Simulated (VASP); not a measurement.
# Ge3Br (P6_3/mmc) in VASP: single point with r2SCAN

Aim: the single point of Ge3Br with r2SCAN.

Program: VASP 6.6.1. These are calculated values, not measurements. Logs are shortened: lines on timing, memory, paths and dates and some standing lists are left out, and cuts for length are marked.

## 1. The cell of the first run

It takes space group P6_3/mmc (No. 194, hexagonal). The conventional cell has a = 6.231 Å, b = 6.231 Å, c = 5.001 Å, α = 90.00°, β = 90.00°, γ = 120.00°. Ge (site symmetry mm2) has 4 Br at 3.08 to 3.12 Å and 8 Ge at 3.08 to 3.12 Å within 4.1 Å. Br (site symmetry -6m2) has 12 Ge at 3.08 to 3.12 Å within 4.1 Å.

## 2. Single point, r2SCAN

The input, POSCAR:

```
Ge3Br
1.0
    6.2306076215      0.0000000000      0.0000000000
   -3.1153038108      5.3958644812      0.0000000000
    0.0000000000      0.0000000000      5.0010239511
Ge Br
6 2
Direct
    0.8330000000      0.6660000000      0.2500000000
    0.1670000000      0.8330000000      0.7500000000
    0.3340000000      0.1670000000      0.2500000000
    0.1670000000      0.3340000000      0.7500000000
    0.8330000000      0.1670000000      0.2500000000
    0.6660000000      0.8330000000      0.7500000000
    0.3333333333      0.6666666667      0.2500000000
    0.6666666667      0.3333333333      0.7500000000
```

The input, INCAR.step1:

```
SYSTEM = Ge3Br
  ALGO = Normal
  EDIFF = 1E-4
  ENCUT = 520
  GGA = PE
  ISMEAR = 0
  LASPH = .TRUE.
  LCHARG = .FALSE.
  LREAL = .FALSE.
  LWAVE = .TRUE.
  NBANDS = 59
  NELM = 80
  PREC = Accurate
  SIGMA = 0.1
```

The input, INCAR.step2:

```
SYSTEM = Ge3Br
  ALGO = Normal
  EDIFF = 1E-7
  ENCUT = 520
  ISIF = 2
  ISMEAR = 0
  ISTART = 1
  LASPH = .TRUE.
  LCHARG = .TRUE.
  LELF = .TRUE.
  LMIXTAU = .TRUE.
  LREAL = .FALSE.
  LVHAR = .TRUE.
  LWAVE = .FALSE.
  METAGGA = R2SCAN
  NBANDS = 59
  NELM = 80
  PREC = Accurate
  SIGMA = 0.1
```

The input, KPOINTS:

```
k-points
0
G
  3 3 4
  0 0 0
```

Potentials or basis: VASP PAW PBE potentials, release 64 (Ge_d, Br).

Run with:

```
$ cat potpaw_PBE.64/Ge_d/POTCAR potpaw_PBE.64/Br/POTCAR > POTCAR
$ cp INCAR.step1 INCAR
$ mpirun -np 1 vasp_std > vasp.out
$ cp INCAR.step2 INCAR
$ mpirun -np 1 vasp_std > vasp.out
```

OUTCAR:

```text
SYSTEM = Ge3Br
   EDIFF = 1E-7
   ENCUT = 520
   ISIF = 2
   ISMEAR = 0
   ISTART = 1
   LASPH = .TRUE.
   LREAL = .FALSE.
   METAGGA = R2SCAN
   NELM = 80
   PREC = Accurate

 ion  position               nearest neighbor table
   1  0.833  0.666  0.250-
   2  0.167  0.833  0.750-
   3  0.334  0.167  0.250-
   4  0.167  0.334  0.750-
   5  0.833  0.167  0.250-
   6  0.666  0.833  0.750-
   7  0.333  0.667  0.250-
   8  0.667  0.333  0.750-

  LATTYP: Found a hexagonal cell.
 ALAT       =     6.2306076215
 C/A-ratio  =     0.8026542923

  Lattice vectors:

 A1 = (   6.2306076215,   0.0000000000,   0.0000000000)
 A2 = (  -3.1153038108,   5.3958644812,   0.0000000000)
 A3 = (   0.0000000000,   0.0000000000,   5.0010239511)

Analysis of symmetry for initial positions (statically):
=====================================================================
 Subroutine PRICEL returns:
 Original cell was already a primitive cell.

 Routine SETGRP: Setting up the symmetry group for a
 hexagonal supercell.

 Subroutine GETGRP returns: Found 24 space group operations
 (whereof 12 operations were pure point group operations)
 out of a pool of 24 trial point group operations.

The static configuration has the point symmetry D_3d.
 The point group associated with its full space group is D_6h.

Analysis of symmetry for dynamics (positions and initial velocities):
=====================================================================
 Subroutine PRICEL returns:
 Original cell was already a primitive cell.

 Routine SETGRP: Setting up the symmetry group for a
 hexagonal supercell.

 Subroutine GETGRP returns: Found 24 space group operations
 (whereof 12 operations were pure point group operations)
 out of a pool of 24 trial point group operations.

The dynamic configuration has the point symmetry D_3d.
 The point group associated with its full space group is D_6h.

 Subroutine INISYM returns: Found 24 space group operations
 (whereof 12 operations are pure point group operations),
 and found     1 'primitive' translations

----------------------------------------------------------------------------------------

                                     Primitive cell

  volume of cell :     168.1320

  direct lattice vectors                    reciprocal lattice vectors
     6.230607621  0.000000000  0.000000000     0.160497990  0.092663558  0.000000000
    -3.115303811  5.395864481  0.000000000     0.000000000  0.185327116  0.000000000
     0.000000000  0.000000000  5.001023951     0.000000000  0.000000000  0.199959050

  length of vectors
     6.230607621  6.230607621  5.001023951     0.185327116  0.185327116  0.199959050

  position of ions in fractional coordinates (direct lattice)
     0.833000000  0.666000000  0.250000000
     0.167000000  0.833000000  0.750000000
     0.334000000  0.167000000  0.250000000
     0.167000000  0.334000000  0.750000000
     0.833000000  0.167000000  0.250000000
     0.666000000  0.833000000  0.750000000
     0.333333333  0.666666667  0.250000000
     0.666666667  0.333333333  0.750000000

  ion indices of the primitive-cell ions
   primitive index   ion index
                 1           1
                 2           2
                 3           3
                 4           4
                 5           5
                 6           6
                 7           7
                 8           8

----------------------------------------------------------------------------------------

 KPOINTS: k-points

Automatic generation of k-mesh.
 Grid dimensions read from file:
 generate k-points for:    3    3    4

 Generating k-lattice:

  Cartesian coordinates                     Fractional coordinates (reciprocal lattice)
     0.053499330  0.030887853  0.000000000     0.333333333  0.000000000  0.000000000
     0.000000000  0.061775705  0.000000000     0.000000000  0.333333333  0.000000000
     0.000000000  0.000000000  0.049989763     0.000000000  0.000000000  0.250000000

  Length of vectors
     0.061775705  0.061775705  0.049989763

  Shift w.r.t. Gamma in fractional coordinates (k-lattice)
     0.000000000  0.000000000  0.000000000

 Subroutine IBZKPT returns following result:
 ===========================================

 Found      9 irreducible k-points:

 Following reciprocal coordinates:
            Coordinates               Weight
  0.000000  0.000000  0.000000      1.000000
  0.333333 -0.000000  0.000000      6.000000
  0.333333  0.333333  0.000000      2.000000
  0.000000  0.000000  0.250000      2.000000
  0.333333 -0.000000  0.250000     12.000000
  0.333333  0.333333  0.250000      4.000000
  0.000000  0.000000  0.500000      1.000000
  0.333333 -0.000000  0.500000      6.000000
  0.333333  0.333333  0.500000      2.000000
   k-points           NKPTS =      9   k-points in BZ     NKDIM =      9   number of bands    NBANDS=     59
   number of dos      NEDOS =    301   number of ions     NIONS =      8
   total plane-waves  NPLWV =  92160
   dimension x,y,z NGX =    48 NGY =   48 NGZ =   40
   dimension x,y,z NGXF=    96 NGYF=   96 NGZF=   80
   ions per type =               6   2
   NGX,Y,Z   is equivalent  to a cutoff of  12.81, 12.81, 13.30 a.u.
   NGXF,Y,Z  is equivalent  to a cutoff of  25.61, 25.61, 26.59 a.u.
 SYSTEM =  Ge3Br
   PREC   = accura    normal or accurate (medium, high low for compatibility)
   ISTART =      1    job   : 0-new  1-cont  2-samecut
   ICHARG =      0    charge: 1-file 2-atom 10-const
   ISPIN  =      1    spin polarized calculation?
   LNONCOLLINEAR =      F non collinear calculations
   LSORBIT =      F    spin-orbit coupling
   LASPH  =      T    aspherical Exc in radial PAW
   ENCUT  =  520.0 eV  38.22 Ry    6.18 a.u.  11.58 11.58  9.30*2*pi/ulx,y,z
   NELM   =     80;   NELMIN=  2; NELMDL=  0     # of ELM steps
   EDIFF  = 0.1E-06   stopping-criterion for ELM
   LREAL  =      F    real-space projection
   EDIFFG = 0.1E-05   stopping-criterion for IOM
   NSW    =      0    number of steps for IOM
   IBRION =     -1    ionic relax: 0-MD 1-quasi-New 2-CG
   NFREE  =      0    steps in history (QN), initial steepest desc. (CG)
   ISIF   =      2    stress and relaxation
   ISYM   =      2    0-nonsym 1-usesym 2-fastsym
   POTIM  = 0.5000    time-step for ionic-motion
   TEBEG  =    0.0;   TEEND  =   0.0 temperature during run
   PSTRESS=    0.0 pullay stress
   NELECT =      98.0000    total number of electrons
   NUPDOWN=      -1.0000    fix difference up-down
   EMIN   =  10.00;   EMAX   =-10.00  energy-range for DOS
   EFERMI =   0.00;   METHOD = LEGACY
   ISMEAR =     0;   SIGMA  =   0.10  broadening in eV -4-tet -1-fermi 0-gaus
   EFERMI_NEDOS =   21; number of points for ismear=-14 and -15
   IALGO  =     38    algorithm
   IMIX   =      4    mixing-type and parameters
     AMIX     =   0.40;   BMIX     =  1.00
     AMIX_MAG =   1.60;   BMIX_MAG =  1.00
  volume/ion in A,a.u.               =      21.02       141.83
  Fermi-wavevector in a.u.,A,eV,Ry     =   1.367519  2.584236 25.444371  1.870108
  Thomas-Fermi vector in A             =   2.493564
   LORBIT       =      0    0 simple, 1 ext, 2 COOP (PROOUT), +10 PAW based schemes
   METAGGA = R2SCAN    functional components
   LHFCALC =     F    Hartree Fock is set to
   AEXX    =    0.0000 exact exchange contribution
   IVDW    =     0    specifies the selected vdW correction
   LEPSILON=     F    determine dielectric tensor
   LRPA    =     F    only Hartree local field effects (RPA)
 non-spin polarized calculation
 Gauss-broadening in eV      SIGMA  =   0.10
  energy-cutoff  :      520.00
  volume of cell :      168.13
 maximum number of plane-waves:      4566
 NGX is ok and might be reduce to    48
   NGX = 23   NGY = 23   NGZ = 19

 number of electron      97.9999888 magnetization

 Free energy of the ion-electron system (eV)
  ---------------------------------------------------
  ext. energy  EPLUGINS =         0.00000000
  ---------------------------------------------------
  free energy    TOTEN  =      -103.92443735 eV

  energy without entropy =     -103.87254611  energy(sigma->0) =     -103.89849173

 E-fermi :   5.4246     XC(G=0): -11.5338

 val. band max:        5.4142038031   @ k =   0.3333  -0.0000   0.5000
 cond. band min:       5.4894296918   @ k =   0.3333   0.3333   0.2500
 fundamental gap:      0.0752258888
 Fermi energy:         5.4246422966

 k-point     1 :       0.0000    0.0000    0.0000
  band No.  band energies     occupation
      1     -19.9324      2.00000
      2     -19.9324      2.00000
      3     -19.9299      2.00000
      4     -19.9237      2.00000
      5     -19.9237      2.00000
      6     -19.9224      2.00000
[... 51 lines left out ...]
     58      11.8751      0.00000
     59      11.8752      0.00000

 k-point     2 :       0.3333   -0.0000    0.0000
  band No.  band energies     occupation
      1     -19.9349      2.00000
      2     -19.9295      2.00000
      3     -19.9241      2.00000
      4     -19.9195      2.00000
      5     -19.9175      2.00000
      6     -19.9158      2.00000
[... 51 lines left out ...]
     58       9.6914      0.00000
     59      10.0129      0.00000

 k-point     3 :       0.3333    0.3333    0.0000
  band No.  band energies     occupation
      1     -19.9369      2.00000
      2     -19.9211      2.00000
      3     -19.9211      2.00000
      4     -19.9202      2.00000
      5     -19.9202      2.00000
      6     -19.9105      2.00000
[... 308 lines left out ...]
      5     -19.9176      2.00000
      6     -19.9176      2.00000
[... 51 lines left out ...]
     58       9.6092      0.00000
     59      10.4626      0.00000

 k-point     9 :       0.3333    0.3333    0.5000
  band No.  band energies     occupation
      1     -19.9261      2.00000
      2     -19.9261      2.00000
      3     -19.9189      2.00000
      4     -19.9189      2.00000
      5     -19.9115      2.00000
      6     -19.9115      2.00000
[... 51 lines left out ...]
     58       8.2814      0.00000
     59       9.2114      0.00000

------------------------ aborting loop because EDIFF is reached ----------------------------------------

  FORCE on cell =-STRESS in cart. coord.  units (eV):
  Direction    XX          YY          ZZ          XY          YZ          ZX
  --------------------------------------------------------------------------------------
  -------------------------------------------------------------------------------------
  Total        2.0758037      2.0758037      1.5858704     -0.0000000      0.0000000      0.0000000
  in kB       19.7809206     19.7809206     15.1122074     -0.0000000      0.0000000      0.0000000
  external PRESSURE =      18.2246829 kB  Pullay stress =       0.0000000 kB

 VOLUME and BASIS-vectors are now :
 -----------------------------------------------------------------------------
  energy-cutoff  :      520.00
  volume of cell :      168.13
      direct lattice vectors                 reciprocal lattice vectors
     6.230607621  0.000000000  0.000000000     0.160497990  0.092663558  0.000000000
    -3.115303811  5.395864481  0.000000000     0.000000000  0.185327116  0.000000000
     0.000000000  0.000000000  5.001023951     0.000000000  0.000000000  0.199959050

 POSITION                                       TOTAL-FORCE (eV/Angst)
 -----------------------------------------------------------------------------------
      3.11530      3.59365      1.25026        -0.000000      0.284777     -0.000000
     -1.55454      4.49476      3.75077        -0.246624      0.142388     -0.000000
      1.56077      0.90111      1.25026        -0.246624     -0.142388      0.000000
     -0.00000      1.80222      3.75077         0.000000     -0.284777      0.000000
      4.66984      0.90111      1.25026         0.246624     -0.142388      0.000000
      1.55454      4.49476      3.75077         0.246624      0.142388     -0.000000
     -0.00000      3.59724      1.25026         0.000000      0.000000      0.000000
      3.11530      1.79862      3.75077         0.000000      0.000000      0.000000
 -----------------------------------------------------------------------------------
    total drift:                               -0.000001      0.000000     -0.000000

  FREE ENERGIE OF THE ION-ELECTRON SYSTEM (eV)
  ---------------------------------------------------
  free  energy   TOTEN  =      -103.9244373479 eV

  energy  without entropy=     -103.8725461054  energy(sigma->0) =     -103.89849173
```

Wall time 6.8 min (1 thread of Intel Xeon Platinum 8259CL at 2.50GHz (Skylake/Cascade Lake), shared host); peak memory 0.35 GiB.

Results:

```yaml
Free_energy: -103.9244 eV
Pressure: 1.8 GPa
Largest_force: 0.285 eV/Å
Band_gap_on_the_k_mesh: zero (bands 49 and 50 overlap by 1.31 eV)
```

Forces on the atoms (eV/Å):
```
Ge   0.000  0.285  0.000
Ge  -0.247  0.142  0.000
Ge  -0.247 -0.142  0.000
Ge   0.000 -0.285  0.000
Ge   0.247 -0.142  0.000
Ge   0.247  0.142  0.000
Br   0.000  0.000  0.000
Br   0.000  0.000  0.000
```

Caveat: the k points lie up to 0.39 Å⁻¹ apart, too coarse for converged energies and pressures of a metal; the PAW data sets were made with another functional, which shifts forces and pressure a little.

The gap in the log of VASP goes by the Fermi energy; the results here count the filled bands.